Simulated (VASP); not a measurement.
# C (C2/m) in VASP: further runs, part 2 of 2

VASP 6.6.1.

## Step 5: Single point, LDA (volume scaled by 0.94)

File INCAR:

```
SYSTEM = C
ALGO = Normal ; EDIFF = 1E-6
ENCUT = 520 ; GGA = CA
ISIF = 2 ; ISMEAR = -1
LASPH = .True. ; LCHARG = .False.
LREAL = .False. ; LWAVE = .False.
NBANDS = 11 ; NELM = 60
PREC = Accurate ; SIGMA = 0.05
```

File KPOINTS:

```
k-points
0
Gamma
  13 13 8
  0 0 0
```

File POSCAR:

```
C
1.0
    2.0838934217     -1.2032084158      0.0000000000
    2.0838934217      1.2032084158      0.0000000000
   -1.3509174534      0.0000000000      3.4313236862
C
2
Direct
    0.1666444700      0.1666444700      0.9999069600
    0.8333555300      0.8333555300      0.0000930400
```

Potentials or basis: VASP PAW LDA potentials, release 64 (C).

Launch:

```console
> cat potpaw_LDA.64/C/POTCAR > POTCAR
> mpirun -np 1 vasp_std > vasp.out
```

OUTCAR:

```text
SYSTEM = C
   EDIFF = 1E-6
   ENCUT = 520
   GGA = CA
   ISIF = 2
   ISMEAR = -1
   LASPH = .True.
   LREAL = .False.
   NELM = 60
   PREC = Accurate

 ion  position               nearest neighbor table
   1  0.167  0.167  1.000-   2 1.39   2 1.39   2 1.39
   2  0.833  0.833  0.000-   1 1.39   1 1.39   1 1.39

  LATTYP: Found a base centered monoclinic cell.
 ALAT       =     4.1677868434
 B/A-ratio  =     0.5773848141
 C/A-ratio  =     0.8848045598
 COS(beta)  =    -0.3663329314

  Lattice vectors:

 A1 = (   2.0838934217,  -1.2032084158,   0.0000000000)
[... 513 lines left out ...]
      6      14.3773      0.00000
      7      15.6332      0.00000
      8      18.6054      0.00000
      9      20.0487      0.00000
     10      23.8048      0.00000
     11      28.4858      0.00000

 [... further k-points ...]
[... 5 lines left out ...]
  --------------------------------------------------------------------------------------
  -------------------------------------------------------------------------------------
  Total        2.4590208      2.4505846     -0.0906334      0.0000000      0.0000000     -0.0041914
  in kB      228.9626975    228.1771916     -8.4389988      0.0000000      0.0000000     -0.3902645
  external PRESSURE =     149.5669634 kB  Pullay stress =       0.0000000 kB

 VOLUME and BASIS-vectors are now :
 -----------------------------------------------------------------------------
  energy-cutoff  :      520.00
  volume of cell :       17.21
      direct lattice vectors                 reciprocal lattice vectors
     2.083893422 -1.203208416  0.000000000     0.239935495 -0.415555604  0.094462976
     2.083893422  1.203208416  0.000000000     0.239935495  0.415555604  0.094462976
    -1.350917453  0.000000000  3.431323686     0.000000000  0.000000000  0.291432721

 POSITION                                       TOTAL-FORCE (eV/Angst)
 -----------------------------------------------------------------------------------
     -0.65625      0.00000      3.43100        -0.002443      0.000000      0.001706
      3.47312      0.00000      0.00032         0.002443      0.000000     -0.001706
 -----------------------------------------------------------------------------------
    total drift:                               -0.000000     -0.000000      0.000000

  FREE ENERGIE OF THE ION-ELECTRON SYSTEM (eV)
  ---------------------------------------------------
  free  energy   TOTEN  =       -20.1819155456 eV

  energy  without entropy=      -20.1819143910  energy(sigma->0) =      -20.18191497
```

OSZICAR:

```text
N       E                     dE             d eps       ncg     rms          rms(c)
DAV:   1    -0.121188750106E+01   -0.12119E+01   -0.40713E+03  8338   0.645E+02
DAV:   2    -0.214014867806E+02   -0.20190E+02   -0.19364E+02 10625   0.122E+02
DAV:   3    -0.218598737231E+02   -0.45839E+00   -0.45759E+00 10322   0.147E+01
DAV:   4    -0.218617268362E+02   -0.18531E-02   -0.18529E-02  9363   0.116E+00
DAV:   5    -0.218617357493E+02   -0.89132E-05   -0.89131E-05 10611   0.723E-02    0.709E+00
DAV:   6    -0.205770983030E+02    0.12846E+01   -0.11336E+00  9530   0.619E+00    0.401E+00
DAV:   7    -0.201818100254E+02    0.39529E+00   -0.12091E+00  9827   0.643E+00    0.115E+00
DAV:   8    -0.201829019983E+02   -0.10920E-02   -0.34160E-02  9170   0.120E+00    0.211E-01
DAV:   9    -0.201819409245E+02    0.96107E-03   -0.18955E-03  9836   0.257E-01    0.843E-02
DAV:  10    -0.201819163246E+02    0.24600E-04   -0.19958E-04 10131   0.953E-02    0.349E-02
DAV:  11    -0.201819155456E+02    0.77900E-06   -0.43575E-06  9625   0.153E-02
   1 F= -.20181916E+02 E0= -.20181915E+02  d E =-.115460E-05
```

Wall time 24 s (1 thread of Intel Xeon 6975P-C (Granite Rapids), shared host); peak memory 0.15 GiB.

Results:

| Property | Result |
| --- | --- |
| Free energy | -20.1819 eV |
| Pressure | 15.0 GPa |
| Band gap on the k mesh | 0.92 eV, indirect (least direct gap 0.93 eV) |

Forces in eV/Å, atoms in the order of the input:
```
C   -0.002  0.000  0.002
C    0.002  0.000 -0.002
```

 A k mesh can miss the band edges.

## Step 6: Single point, PBEsol (volume scaled by 0.94)

File INCAR:

```
PREC = Accurate
ENCUT = 520
EDIFF = 1E-6
ISMEAR = -1
SIGMA = 0.05
LREAL = False
LASPH = True
NELM = 80
ALGO = Normal
ISIF = 2
LWAVE = False
LCHARG = True
GGA = PS
LELF = True
LVHAR = True
NBANDS = 11
```

File KPOINTS:

```
Automatic mesh
0
Gamma
  13 13 8
```

POSCAR is that of step 5.

Potentials or basis: VASP PAW PBE potentials, release 64 (C).

Launch:

```console
> cat potpaw_PBE.64/C/POTCAR > POTCAR
> mpirun -np 1 vasp_std > vasp.out
```

OUTCAR:

```text
PREC = Accurate
   ENCUT = 520
   EDIFF = 1E-6
   ISMEAR = -1
   LREAL = False
   LASPH = True
   NELM = 80
   ISIF = 2
   GGA = PS

 ion  position               nearest neighbor table
   1  0.167  0.167  1.000-   2 1.39   2 1.39   2 1.39
   2  0.833  0.833  0.000-   1 1.39   1 1.39   1 1.39

  LATTYP: Found a base centered monoclinic cell.
 ALAT       =     4.1677868434
 B/A-ratio  =     0.5773848141
 C/A-ratio  =     0.8848045598
 COS(beta)  =    -0.3663329314

  Lattice vectors:

[... 513 lines left out ...]
      5       8.5078      0.00000
      6      14.6048      0.00000
      7      15.6467      0.00000
      8      18.7948      0.00000
      9      20.1680      0.00000
     10      23.9799      0.00000
     11      28.7354      0.00000

 [... further k-points ...]
[... 5 lines left out ...]
  --------------------------------------------------------------------------------------
  -------------------------------------------------------------------------------------
  Total        3.2473820      3.2391325      0.0839923      0.0000000      0.0000000     -0.0041185
  in kB      302.3680599    301.5999383      7.8206386      0.0000000      0.0000000     -0.3834825
  external PRESSURE =     203.9295456 kB  Pullay stress =       0.0000000 kB

 VOLUME and BASIS-vectors are now :
 -----------------------------------------------------------------------------
  energy-cutoff  :      520.00
  volume of cell :       17.21
      direct lattice vectors                 reciprocal lattice vectors
     2.083893422 -1.203208416  0.000000000     0.239935495 -0.415555604  0.094462976
     2.083893422  1.203208416  0.000000000     0.239935495  0.415555604  0.094462976
    -1.350917453  0.000000000  3.431323686     0.000000000  0.000000000  0.291432721

 POSITION                                       TOTAL-FORCE (eV/Angst)
 -----------------------------------------------------------------------------------
     -0.65625      0.00000      3.43100        -0.002390      0.000000      0.003154
      3.47312      0.00000      0.00032         0.002390      0.000000     -0.003154
 -----------------------------------------------------------------------------------
    total drift:                               -0.000000     -0.000000      0.000000

  FREE ENERGIE OF THE ION-ELECTRON SYSTEM (eV)
  ---------------------------------------------------
  free  energy   TOTEN  =       -19.2172168621 eV

  energy  without entropy=      -19.2172158658  energy(sigma->0) =      -19.21721636
```

OSZICAR:

```text
N       E                     dE             d eps       ncg     rms          rms(c)
DAV:   1     0.144175466543E+00    0.14418E+00   -0.40714E+03  8330   0.645E+02
DAV:   2    -0.202191838217E+02   -0.20363E+02   -0.19510E+02 10651   0.122E+02
DAV:   3    -0.206800036152E+02   -0.46082E+00   -0.46000E+00 10287   0.147E+01
DAV:   4    -0.206816698884E+02   -0.16663E-02   -0.16661E-02  9409   0.108E+00
DAV:   5    -0.206816769693E+02   -0.70809E-05   -0.70810E-05 10556   0.637E-02    0.697E+00
DAV:   6    -0.195664984301E+02    0.11152E+01   -0.94364E-01  9479   0.568E+00    0.402E+00
DAV:   7    -0.192143482394E+02    0.35215E+00   -0.10425E+00  9823   0.603E+00    0.111E+00
DAV:   8    -0.192176253609E+02   -0.32771E-02   -0.27726E-02  9101   0.106E+00    0.166E-01
DAV:   9    -0.192171661902E+02    0.45917E-03   -0.90744E-04  9864   0.185E-01    0.738E-02
DAV:  10    -0.192172163009E+02   -0.50111E-04   -0.18719E-04  9518   0.922E-02    0.353E-02
DAV:  11    -0.192172168621E+02   -0.56116E-06   -0.81654E-06  9769   0.170E-02
   1 F= -.19217217E+02 E0= -.19217216E+02  d E =-.996269E-06
```

stdout:

```text
POSCAR found type information on POSCAR C
 POSCAR found :  1 types and       2 ions
 scaLAPACK will be used
 -----------------------------------------------------------------------------
|                                                                             |
|                                                                             |
|     You enforced a specific xc type in the INCAR file but a different       |
|     I HOPE YOU KNOW WHAT YOU ARE DOING!                                     |
|                                                                             |
 -----------------------------------------------------------------------------

 LDA part: xc-table for (Slater+PW92), standard interpolation
 POSCAR, INCAR and KPOINTS ok, starting setup
 FFT: planning ... GRIDC
 FFT: planning ... GRID_SOFT
 FFT: planning ... GRID
 WAVECAR not read
 entering main loop
```

Run time: 28 s. Hardware: 1 thread of Intel Xeon 6975P-C (Granite Rapids), shared host; peak memory 0.16 GiB.

What came out:

```yaml
Free_energy: -19.2172 eV
Pressure: 20.4 GPa
Largest_force: 0.004 eV/Å
Band_gap_on_the_k_mesh: 0.94 eV, indirect (least direct gap 0.95 eV)
```

Forces in eV/Å, atoms in the order of the input:
```
C   -0.002  0.000  0.003
C    0.002  0.000 -0.003
```

Stress tensor (GPa, compression positive):
```
30.24  0.00 -0.04
 0.00 30.16  0.00
-0.04  0.00  0.78
```

Levels at points of the mesh, in eV from the valence-band top:
```csv
k point,band 1,band 2,band 3,band 4,band 5,band 6,band 7,band 8,band 9
"(0.00, 0.00, 0.00)",-19.79,-6.83,-2.55,-2.55,3.97,9.21,9.21,12.69,14.81
"(0.00, 0.00, 0.50)",-19.54,-8.58,-2.56,-2.56,9.17,9.17,9.95,12.86,14.62
```

Caveat: the PAW data sets were made with another functional, which shifts forces and pressure a little; this functional lacks dispersion, which binds the layers, so the pressure and a relaxed spacing across them are unreliable. A k mesh can miss the band edges.

## Step 7: Summary

| level | potentials or basis | cell | gap on the mesh (eV) | pressure (GPa) |
| --- | --- | --- | --- | --- |
| r2SCAN | VASP PAW PBE potentials, release 64 (C) | a = 2.456, b = 2.456, c = 3.765 Å, angles 108.5, 108.5, 60.0°, 2 atoms | 0.99 | 0.5 |
| PBE | VASP PAW PBE potentials, release 64 (C) | a = 2.456, b = 2.456, c = 3.765 Å, angles 108.5, 108.5, 60.0°, 2 atoms | 0.93 | 4.2 |
| LDA | VASP PAW LDA potentials, release 64 (C) | a = 2.406, b = 2.406, c = 3.688 Å, angles 108.5, 108.5, 60.0°, 2 atoms | 0.92 | 15.0 |
| PBEsol | VASP PAW PBE potentials, release 64 (C) | a = 2.406, b = 2.406, c = 3.688 Å, angles 108.5, 108.5, 60.0°, 2 atoms | 0.94 | 20.4 |

Alike in all rows: task single point; no spin polarisation; k mesh 13 × 13 × 8; cutoff (eV) 520; smearing fermi-dirac 0.05 eV.

Caveats: the PAW data sets were made with another functional, which shifts forces and pressure a little (some runs); this functional lacks dispersion, which binds the layers, so the pressure and a relaxed spacing across them are unreliable (some runs).

Absolute energies hang on the potentials; compare differences alone.
